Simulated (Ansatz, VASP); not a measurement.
## One calculation of GaP, two programs

```
CELL_PARAMETERS angstrom
0.00000 2.73898 2.69800
2.73898 0.00000 2.69800
2.73898 2.73898 0.00000
ATOMIC_POSITIONS crystal
Ga 0.00000 0.00000 0.00000
P 0.75000 0.75000 0.75000
```

Change from the starting cell: z stretched by -1 % at fixed volume.

Alike in both runs: task single point; functional PBE; k mesh 12 × 12 × 12; occupations fermi-dirac, width 0.08 eV; no spin polarisation.

```csv
,VASP,Ansatz
version,VASP 6.6.1,Ansatz 0.2.0
potentials or method,"VASP PAW PBE potentials, release 64 (Ga_d, P), cutoff 520 eV","all-electron LAPW, scalar-relativistic"
```

|  | VASP | Ansatz | Ansatz less VASP |
| --- | --- | --- | --- |
| pressure (GPa) | 2.4 | 2.5 | +0.06 |
| traceless stress, the component that is largest in VASP (GPa) | 0.72 | 0.72 | 0.000 |

Ansatz ran all-electron here, and VASP with PAW potentials.
